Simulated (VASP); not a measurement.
Set up this calculation in VASP 6.6.1, as the native input.

| Property | Result |
| --- | --- |
| Task | single point |
| Functional | PBE |
| Potentials or basis | VASP PAW PBE potentials, release 64 (K_sv, Cl) |
| Cutoff | 520 eV |
| k mesh | 6 × 6 × 6 |
| Occupations | gaussian, width 0.02 eV |
| Spin | no spin polarisation |
| Dipole correction | no |
| Further INCAR settings | ALGO = Normal; EDIFF = 1e-06; NBANDS = 15 |

The structure of KCl lies in POSCAR:

```
KCl
1.0
   -0.0288151930      3.1827690450      3.1969083730
    3.1657261050      0.0013886840      3.1667044960
    3.1684719120      3.1553109750     -0.0013571230
K Cl
1 1
Direct
    0.0068391369     -0.0055432337      0.0112496435
    0.4931608631      0.5055432337      0.4887503565
```

This cell differs from its parent crystal: atoms moved at random and the cell strained at random.

One way to write it, as run:

INCAR

```
SYSTEM = KCl
PREC     = Accurate       ! precision mode
ENCUT    = 520            ! plane-wave cutoff, eV
EDIFF    = 1E-6           ! SCF threshold, eV
ISMEAR   = 0              ! smearing method
SIGMA    = 0.02           ! smearing width, eV
LREAL    = .False.        ! projectors in reciprocal space
LASPH    = .True.         ! aspherical terms in the spheres
NELM     = 80             ! most SCF steps
ALGO     = Normal         ! electronic algorithm
ISIF     = 2              ! what is computed and relaxed
LWAVE    = .False.        ! write WAVECAR
LCHARG   = .True.         ! write CHGCAR
GGA      = PE             ! functional
LELF     = .True.         ! ELF
LVHAR    = .True.       
NBANDS   = 15             ! bands
```

KPOINTS

```
Automatic mesh
0
Gamma
  6 6 6
  0 0 0
```

Potentials or basis: VASP PAW PBE potentials, release 64 (K_sv, Cl).

Launch:

```console
$ cat potpaw_PBE.64/K_sv/POTCAR potpaw_PBE.64/Cl/POTCAR > POTCAR
$ mpirun -np 1 vasp_std > vasp.out
```

It gave:

```json
{
  "Pressure": "0.3 GPa",
  "Largest force": "0.152 eV/Å",
  "Band gap on the k mesh": "5.08 eV, direct"
}
```

Caveat: the cell differs from its parent crystal (atoms moved at random and the cell strained at random).

It took 80 s on 1 thread of AMD EPYC 7R13, with other jobs on the host, peak memory 0.26 GiB.
